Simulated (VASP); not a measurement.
# Zr3TiN4: single point with PBE

The system is Zr3TiN4.

```
Zr Ti N
1.0
     3.20335    0.00000    0.00000
     0.00000    3.20335    0.00000
     0.00000    0.00000    9.04567
Zr Ti N
3 1 4
Direct
  0.50000 0.50000 0.24132
  0.00000 0.00000 0.50000
  0.50000 0.50000 0.75868
  0.00000 0.00000 0.00000
  0.00000 0.00000 0.75698
  0.50000 0.50000 0.00000
  0.00000 0.00000 0.24302
  0.50000 0.50000 0.50000
```

```
Program             : VASP 6.6.1
Task                : single point
Functional          : PBE
Potentials or basis : VASP PAW PBE potentials, release 64 (Zr_sv, Ti_sv, N)
Cutoff              : 520 eV
k mesh              : 6 × 6 × 2
Occupations         : gaussian, width 0.1 eV
Spin                : collinear spin
Starting moments    : [0.0, 0.0, 0.0, 1.0, 0.0, 0.0, 0.0, 0.0] μB
```

The pressure is 0.0 GPa. The largest force is 0.004 eV/Å. The band gap on the k mesh is zero (filled and empty bands overlap), the net moment is 0.00 μB per cell and the valence electrons inside the program's atomic spheres are Zr 9.89, 9.87 (each value once); Ti 10.20; N 3.73, 3.70 (each value once).

Forces on the atoms (eV/Å):
```
Zr   0.000  0.000  0.004
Zr   0.000  0.000  0.000
Zr   0.000  0.000 -0.004
Ti   0.000  0.000  0.000
N    0.000  0.000 -0.003
N    0.000  0.000  0.000
N    0.000  0.000  0.003
N    0.000  0.000  0.000
```

Stress tensor (GPa, compression positive):
```
-0.08  0.00  0.00
 0.00 -0.08  0.00
 0.00  0.00  0.06
```

Levels at points of the mesh, in eV from the Fermi level:
Spin up:
| k point | band 31 | band 32 | band 33 | band 34 | band 35 | band 36 | band 37 | band 38 |
| --- | --- | --- | --- | --- | --- | --- | --- | --- |
| (0.00, 0.00, 0.00) | -2.45 | -2.45 | -2.44 | -2.16 | -1.97 | -0.40 | -0.40 | -0.38 |
| (0.50, 0.00, 0.00) | -4.81 | -4.27 | 0.86 | 1.13 | 1.30 | 2.04 | 2.11 | 2.56 |
| (0.50, 0.50, 0.00) | -3.19 | -3.02 | -3.02 | -2.85 | 0.77 | 0.77 | 1.42 | 1.42 |
| (0.00, 0.00, 0.50) | -2.92 | -2.90 | -2.90 | -2.83 | -1.10 | -0.83 | 0.34 | 0.34 |
| (0.50, 0.00, 0.50) | -4.85 | -4.77 | 0.98 | 0.98 | 1.26 | 2.12 | 2.18 | 2.29 |
| (0.50, 0.50, 0.50) | -4.01 | -4.01 | -1.33 | -1.33 | -1.14 | -1.14 | 1.75 | 1.96 |
Spin down:
| k point | band 32 | band 33 | band 34 | band 35 | band 36 | band 37 |
| --- | --- | --- | --- | --- | --- | --- |
| (0.00, 0.00, 0.00) | -2.45 | -2.44 | -2.16 | -1.97 | -0.40 | -0.40 |
| (0.50, 0.00, 0.00) | -4.27 | 0.86 | 1.13 | 1.30 | 2.04 | 2.11 |
| (0.50, 0.50, 0.00) | -3.02 | -3.02 | -2.85 | 0.77 | 0.77 | 1.42 |
| (0.00, 0.00, 0.50) | -2.90 | -2.90 | -2.83 | -1.10 | -0.83 | 0.34 |
| (0.50, 0.00, 0.50) | -4.77 | 0.98 | 0.98 | 1.26 | 2.12 | 2.18 |
| (0.50, 0.50, 0.50) | -4.01 | -1.33 | -1.33 | -1.14 | -1.14 | 1.75 |

It took 98 s on 1 thread of AMD EPYC 9R45 96-Core Processor (Zen 5) (shared host), peak memory 0.27 GiB.
